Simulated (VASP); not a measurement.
# Al5InAs6 (P3m1) in VASP: further runs, part 2 of 2

VASP 6.6.1. The steps go on from the part before.

## Step 3: Single point, PBE

This run uses another cell than the first one, of 24.38 Å³/atom.

INCAR

```
SYSTEM = Al5InAs6
PREC = Accurate ; ENCUT = 520
EDIFF = 1E-6 ; ISMEAR = 0
SIGMA = 0.1 ; LREAL = .False.
LASPH = .True. ; NELM = 60
ALGO = Normal ; ISIF = 2
LWAVE = .False. ; LCHARG = .False.
GGA = PE ; NBANDS = 41
```

KPOINTS

```
Automatic mesh
0
Gamma
  6 6 1
  0 0 0
```

POSCAR

```
Al5InAs6
1.0
    4.0911951768      0.0000000000      0.0000000000
   -2.0455975884      3.5430789550      0.0000000000
    0.0000000000      0.0000000000     20.1858559823
Al In As
5 1 6
Direct
    0.6666666667      0.3333333333      0.1668006709
    0.6666666667      0.3333333333      0.4934279713
    0.6666666667      0.3333333333      0.8397485837
    0.3333333333      0.6666666667      0.0032996429
    0.3333333333      0.6666666667      0.3302441218
    0.3333333333      0.6666666667      0.6682601159
    0.6666666667      0.3333333333      0.2900598293
    0.6666666667      0.3333333333      0.6157770591
    0.6666666667      0.3333333333      0.9631335453
    0.3333333333      0.6666666667      0.1266114791
    0.3333333333      0.6666666667      0.4535626689
    0.3333333333      0.6666666667      0.8000742316
```

Potentials or basis: VASP PAW PBE potentials, release 64 (Al, In_d, As).

On the command line:

```
> cat potpaw_PBE.64/Al/POTCAR potpaw_PBE.64/In_d/POTCAR potpaw_PBE.64/As/POTCAR > POTCAR
> mpirun -np 1 vasp_std > vasp.out
```

OUTCAR:

```text
SYSTEM = Al5InAs6
   PREC = Accurate
   ENCUT = 520
   EDIFF = 1E-6
   ISMEAR = 0
   LREAL = .False.
   LASPH = .True.
   NELM = 60
   ISIF = 2
   GGA = PE

 ion  position               nearest neighbor table
   1  0.667  0.333  0.167-   7 2.49  10 2.50  10 2.50  10 2.50
   2  0.667  0.333  0.493-   8 2.47  11 2.50  11 2.50  11 2.50
   3  0.667  0.333  0.840-   9 2.49  12 2.49  12 2.49  12 2.49
   4  0.333  0.667  0.003-  10 2.49   9 2.50   9 2.50   9 2.50
   5  0.333  0.667  0.330-  11 2.49   7 2.50   7 2.50   7 2.50
   6  0.333  0.667  0.668-   8 2.59   8 2.59   8 2.59  12 2.66
   7  0.667  0.333  0.290-   1 2.49   5 2.50   5 2.50   5 2.50
   8  0.667  0.333  0.616-   2 2.47   6 2.59   6 2.59   6 2.59
   9  0.667  0.333  0.963-   3 2.49   4 2.50   4 2.50   4 2.50
  10  0.333  0.667  0.127-   4 2.49   1 2.50   1 2.50   1 2.50
[... 517 lines left out ...]
  volume of cell :      292.60
      direct lattice vectors                 reciprocal lattice vectors
     4.091195177  0.000000000  0.000000000     0.244427351  0.141120197  0.000000000
    -2.045597588  3.543078955  0.000000000     0.000000000  0.282240394  0.000000000
     0.000000000  0.000000000 20.185855982     0.000000000  0.000000000  0.049539638

 POSITION                                       TOTAL-FORCE (eV/Angst)
 -----------------------------------------------------------------------------------
      2.04560      1.18103      3.36701         0.000000     -0.000000      0.006928
      2.04560      1.18103      9.96027        -0.000000      0.000000     -0.005637
      2.04560      1.18103     16.95104        -0.000000     -0.000000      0.000986
     -0.00000      2.36205      0.06661         0.000000      0.000000      0.009005
     -0.00000      2.36205      6.66626         0.000000      0.000000      0.006882
     -0.00000      2.36205     13.48940         0.000000      0.000000     -0.022482
      2.04560      1.18103      5.85511        -0.000000      0.000000     -0.009551
      2.04560      1.18103     12.42999         0.000000     -0.000000      0.006049
      2.04560      1.18103     19.44168        -0.000000      0.000000     -0.009337
     -0.00000      2.36205      2.55576        -0.000000      0.000000     -0.004677
     -0.00000      2.36205      9.15555         0.000000      0.000000     -0.003801
     -0.00000      2.36205     16.15018        -0.000000      0.000000      0.025634
 -----------------------------------------------------------------------------------
    total drift:                               -0.000000     -0.000000      0.000972

  FREE ENERGIE OF THE ION-ELECTRON SYSTEM (eV)
  ---------------------------------------------------
  free  energy   TOTEN  =       -54.3382090668 eV

  energy  without entropy=      -54.3382090668  energy(sigma->0) =      -54.33820907
```

OSZICAR:

```text
N       E                     dE             d eps       ncg     rms          rms(c)
DAV:   1     0.314804385214E+03    0.31480E+03   -0.22316E+04   574   0.122E+03
DAV:   2    -0.168995029244E+02   -0.33170E+03   -0.31318E+03   636   0.253E+02
DAV:   3    -0.541922086708E+02   -0.37293E+02   -0.36462E+02   724   0.893E+01
DAV:   4    -0.556821218985E+02   -0.14899E+01   -0.14836E+01   716   0.197E+01
DAV:   5    -0.557417180869E+02   -0.59596E-01   -0.59582E-01   868   0.406E+00    0.846E+00
DAV:   6    -0.545038372419E+02    0.12379E+01   -0.20984E+00   796   0.911E+00    0.497E+00
DAV:   7    -0.543410870465E+02    0.16275E+00   -0.13200E+00   770   0.418E+00    0.142E+00
DAV:   8    -0.543328235223E+02    0.82635E-02   -0.84668E-02   778   0.173E+00    0.945E-01
DAV:   9    -0.543373531142E+02   -0.45296E-02   -0.14985E-02   684   0.571E-01    0.159E-01
DAV:  10    -0.543376502986E+02   -0.29718E-03   -0.21773E-03   796   0.259E-01    0.119E-01
DAV:  11    -0.543380597483E+02   -0.40945E-03   -0.41111E-04   675   0.880E-02    0.446E-02
DAV:  12    -0.543381984292E+02   -0.13868E-03   -0.17128E-04   652   0.710E-02    0.279E-02
DAV:  13    -0.543382055122E+02   -0.70830E-05   -0.10574E-05   779   0.149E-02    0.137E-02
DAV:  14    -0.543382088367E+02   -0.33245E-05   -0.98917E-06   650   0.170E-02    0.382E-03
DAV:  15    -0.543382090668E+02   -0.23010E-06   -0.15630E-06   529   0.597E-03
   1 F= -.54338209E+02 E0= -.54338209E+02  d E =-.465745E-11
```

Run time: 67 s. Hardware: 1 thread of Intel Xeon 6975P-C (Granite Rapids), shared host; peak memory 0.37 GiB.

What came out:

```yaml
Free_energy: -54.3382 eV
Pressure: 0.2 GPa
Largest_force: 0.026 eV/Å
Band_gap_on_the_k_mesh: 0.94 eV
```

Forces in eV/Å, atoms in the order of the input:
```
Al   0.000  0.000  0.007
Al   0.000  0.000 -0.006
Al   0.000  0.000  0.001
Al   0.000  0.000  0.009
Al   0.000  0.000  0.007
In   0.000  0.000 -0.022
As   0.000  0.000 -0.010
As   0.000  0.000  0.006
As   0.000  0.000 -0.009
As   0.000  0.000 -0.005
As   0.000  0.000 -0.004
As   0.000  0.000  0.026
```

Stress tensor (GPa, compression positive):
```
0.21 0.00 0.00
0.00 0.21 0.00
0.00 0.00 0.33
```

Levels at points of the mesh, in eV from the valence-band top:
```tsv
k point	band 25	band 26	band 27	band 28	band 29	band 30	band 31	band 32	band 33	band 34
(0.00, 0.00, 0.00)	-0.63	-0.63	-0.54	0.00	0.00	0.94	1.04	1.33	1.60	2.07
(0.50, 0.00, 0.00)	-1.86	-1.79	-1.75	-1.59	-1.13	1.09	1.23	1.32	1.48	1.76
```

Caveat: spin-orbit coupling is left out, which moves the levels of the heavy elements; an odd mesh through Γ misses points on the zone boundary, where band edges can lie.

## Step 4: Relaxation of cell and atoms, PBE

INCAR

```
ALGO = Normal ; EDIFF = 1E-7
EDIFFG = -0.04 ; ENCUT = 600
GGA = PE ; IBRION = 2
ISIF = 3 ; ISMEAR = 0
LASPH = True ; LCHARG = False
LREAL = False ; LWAVE = False
NELM = 60 ; NSW = 90
PREC = Accurate ; SIGMA = 0.1
```

KPOINTS

```
k-points
0
Gamma
  6 6 1
```

POSCAR

```
Al5InAs6
1.0
    3.8660045200      0.0000000000      0.0000000000
   -1.9330022600      3.3480581200      0.0000000000
    0.0000000000      0.0000000000     19.0694056800
Al In As
5 1 6
Direct
    0.6666666700      0.3333333300      0.1668627100
    0.6666666700      0.3333333300      0.5001960400
    0.6666666700      0.3333333300      0.8335293700
    0.3333333300      0.6666666700      0.0001960400
    0.3333333300      0.6666666700      0.3335293700
    0.3333333300      0.6666666700      0.6668627100
    0.6666666700      0.3333333300      0.2916372800
    0.6666666700      0.3333333300      0.6249706100
    0.6666666700      0.3333333300      0.9583039500
    0.3333333300      0.6666666700      0.1249706100
    0.3333333300      0.6666666700      0.4583039500
    0.3333333300      0.6666666700      0.7916372800
```

On the command line:

```
> cat potpaw_PBE.64/Al/POTCAR potpaw_PBE.64/In_d/POTCAR potpaw_PBE.64/As/POTCAR > POTCAR
> mpirun -np 1 vasp_std > vasp.out
```

Run time: 12 min. Hardware: 1 thread of Intel Xeon 6975P-C (Granite Rapids), shared host; peak memory 0.48 GiB.

Results (log left out):

```
Free energy                           : -54.3371 eV
Relaxed volume                        : 24.47 Å³/atom
Relaxed cell                          : a = 4.094 Å, b = 4.094 Å, c = 20.230 Å, α = 90.00°, β = 90.00°, γ = 120.00°
Space group after relaxing (to 0.1 Å) : P3m1 (No. 156)
Energy gained by relaxing             : 204.8 meV/atom
Ionic steps                           : 15
Pressure after relaxing               : 0.0 GPa
Largest force after relaxing          : 0.018 eV/Å
Band gap on the k mesh                : 0.92 eV
```

Forces in eV/Å, atoms in the order of the input:
```
Al   0.000  0.000  0.009
Al   0.000  0.000  0.006
Al   0.000  0.000  0.008
Al   0.000  0.000  0.013
Al   0.000  0.000  0.004
In   0.000  0.000  0.018
As   0.000  0.000  0.002
As   0.000  0.000 -0.018
As   0.000  0.000 -0.003
As   0.000  0.000 -0.018
As   0.000  0.000 -0.009
As   0.000  0.000 -0.012
```

Stress tensor (GPa, compression positive):
```
 0.06  0.00  0.00
 0.00  0.06  0.00
 0.00  0.00 -0.04
```

The path:
| step | energy change (eV) | largest force (eV/Å) | pressure (GPa) | volume (Å³) |
| --- | --- | --- | --- | --- |
| 1 | 0.0000 | 2.3006 | 17.01 | 246.83 |
| 2 | -1.5507 | 0.5699 | -6.00 | 333.36 |
| 3 | -2.3434 | 0.5699 | -0.26 | 295.94 |
| 4 | -2.3431 | 0.5940 | -0.04 | 294.90 |
| 5 | -2.3779 | 0.3859 | 0.06 | 294.17 |
| 6 | -2.4137 | 0.3411 | 0.35 | 292.34 |
| 7 | -2.4309 | 0.2356 | -0.24 | 294.96 |
| 8 | -2.4316 | 0.2069 | -0.40 | 295.67 |
| 9 | -2.4447 | 0.2446 | 0.03 | 293.70 |
| 10 | -2.4458 | 0.2760 | 0.19 | 292.95 |
| 11 | -2.4545 | 0.1230 | 0.04 | 293.54 |
| 12 | -2.4552 | 0.1524 | -0.01 | 293.76 |
| 13 | -2.4574 | 0.0424 | -0.02 | 293.85 |
| 14 | -2.4574 | 0.0482 | -0.02 | 293.87 |
| 15 | -2.4576 | 0.0185 | 0.03 | 293.61 |

Final structure:
```
Al In As
1.0
     4.09377    0.00000    0.00000
    -2.04688    3.54531    0.00000
     0.00000    0.00000   20.22955
Al In As
5 1 6
Direct
  0.66667 0.33333 0.16681
  0.66667 0.33333 0.49344
  0.66667 0.33333 0.83979
  0.33333 0.66667 0.00333
  0.33333 0.66667 0.33027
  0.33333 0.66667 0.66816
  0.66667 0.33333 0.28996
  0.66667 0.33333 0.61581
  0.66667 0.33333 0.96308
  0.33333 0.66667 0.12663
  0.33333 0.66667 0.45354
  0.33333 0.66667 0.80017
```

Levels at points of the mesh, in eV from the valence-band top:
```csv
k point,band 27,band 28,band 29,band 30,band 31,band 32
"(0.00, 0.00, 0.00)",-0.54,0.00,0.00,0.92,1.05,1.33
"(0.50, 0.00, 0.00)",-1.74,-1.58,-1.12,1.09,1.24,1.33
```

Caveat: the volume moved by over 15 % at a fixed basis, so the end points are rough; spin-orbit coupling is left out, which moves the levels of the heavy elements; an odd mesh through Γ misses points on the zone boundary, where band edges can lie.

## Step 5: Single point, PBE

This run uses another cell than the first one, of 24.43 Å³/atom.

INCAR

```
SYSTEM = Al5InAs6
ALGO     = Normal         ! electronic algorithm
EDIFF    = 1E-6           ! SCF threshold, eV
ENCUT    = 520            ! plane-wave cutoff, eV
GGA      = PE             ! functional
ISIF     = 2              ! what is computed and relaxed
ISMEAR   = 0              ! smearing method
LASPH    = .TRUE.         ! aspherical terms in the spheres
LCHARG   = .FALSE.        ! write CHGCAR
LREAL    = .FALSE.        ! projectors in reciprocal space
LWAVE    = .FALSE.        ! write WAVECAR
NBANDS   = 41             ! bands
NELM     = 60             ! most SCF steps
PREC     = Accurate       ! precision mode
SIGMA    = 0.02           ! smearing width, eV
```

KPOINTS

```
k-points
0
G
  12 12 2
  0 0 0
```

POSCAR

```
Al5InAs6
1.0
    4.0914711744      0.0000000000      0.0000000000
   -2.0457355872      3.5433179758      0.0000000000
    0.0000000000      0.0000000000     20.2185019643
Al In As
5 1 6
Direct
    0.6666666667      0.3333333333      0.1668172578
    0.6666666667      0.3333333333      0.4933668264
    0.6666666667      0.3333333333      0.8398798858
    0.3333333333      0.6666666667      0.0034041652
    0.3333333333      0.6666666667      0.3302570648
    0.3333333333      0.6666666667      0.6682431143
    0.6666666667      0.3333333333      0.2899895104
    0.6666666667      0.3333333333      0.6156930777
    0.6666666667      0.3333333333      0.9631459634
    0.3333333333      0.6666666667      0.1265760171
    0.3333333333      0.6666666667      0.4534422007
    0.3333333333      0.6666666667      0.8001848361
```

On the command line:

```
> cat potpaw_PBE.64/Al/POTCAR potpaw_PBE.64/In_d/POTCAR potpaw_PBE.64/As/POTCAR > POTCAR
> mpirun -np 1 vasp_std > vasp.out
```

It took 4.9 min on 1 thread of Intel Xeon 6975P-C (Granite Rapids), shared host; peak memory 0.6 GiB.

Results (log left out):

* Free energy: -54.3988 eV
* Pressure: 0.1 GPa
* Largest force: 0.005 eV/Å
* Band gap on the k mesh: 0.93 eV

Forces on the atoms (eV/Å):
```
Al   0.000  0.000 -0.001
Al   0.000  0.000 -0.001
Al   0.000  0.000 -0.001
Al   0.000  0.000 -0.001
Al   0.000  0.000 -0.001
In   0.000  0.000  0.000
As   0.000  0.000  0.001
As   0.000  0.000  0.005
As   0.000  0.000  0.000
As   0.000  0.000  0.001
As   0.000  0.000  0.001
As   0.000  0.000 -0.004
```

Levels at points of the mesh, in eV from the valence-band top:
```
           k point  band 25  band 26  band 27  band 28  band 29  band 30  band 31  band 32  band 33  band 34
(0.00, 0.00, 0.00)    -0.63    -0.63    -0.55     0.00     0.00     0.93     1.05     1.34     1.61     2.07
(0.50, 0.00, 0.00)    -1.86    -1.78    -1.75    -1.59    -1.13     1.09     1.24     1.33     1.49     1.77
(0.00, 0.00, 0.50)    -0.86    -0.60    -0.60     0.00     0.00     1.06     1.27     1.53     1.68     1.81
(0.50, 0.00, 0.50)    -2.09    -2.03    -1.93    -1.48    -1.15     1.28     1.31     1.41     1.56     1.71
```

Caveat: spin-orbit coupling is left out, which moves the levels of the heavy elements.

## Step 6: The runs side by side

| task | cell | k mesh | cutoff (eV) | smearing | gap on the mesh (eV) | pressure (GPa) | largest force (eV/Å) |
| --- | --- | --- | --- | --- | --- | --- | --- |
| single point | a = 3.866, b = 3.866, c = 19.069 Å, angles 90.0, 90.0, 120.0°, 12 atoms, atomic positions A | 6 × 6 × 1 | 520 | gaussian 0.1 eV | 1.38 | 17.0 | 2.30 |
| single point | a = 4.091, b = 4.091, c = 20.186 Å, angles 90.0, 90.0, 120.0°, 12 atoms, atomic positions B | 6 × 6 × 1 | 520 | gaussian 0.1 eV | 0.94 | 0.2 | 0.03 |
| relaxation of cell and atoms | relaxed from a = 3.866, b = 3.866, c = 19.069 Å, angles 90.0, 90.0, 120.0°, 12 atoms, atomic positions A | 6 × 6 × 1 | 600 | gaussian 0.1 eV | 0.92 | 0.0 | 0.02 |
| single point | a = 4.091, b = 4.091, c = 20.219 Å, angles 90.0, 90.0, 120.0°, 12 atoms, atomic positions B | 12 × 12 × 2 | 520 | gaussian 0.02 eV | 0.93 | 0.1 | 0.01 |

Alike in all rows: level PBE; potentials or basis VASP PAW PBE potentials, release 64 (Al, In_d, As); no spin polarisation.

Caveats: spin-orbit coupling is left out, which moves the levels of the heavy elements; an odd mesh through Γ misses points on the zone boundary, where band edges can lie (at least some runs); the cell stands under pressure (at least some runs); forces of over 1 eV/Å act on the atoms, so gaps and moduli don't describe the material at rest (at least some runs); the volume moved by over 15 % at a fixed basis, so the end points are rough (at least some runs).

Absolute energies hang on the potentials; compare differences alone.
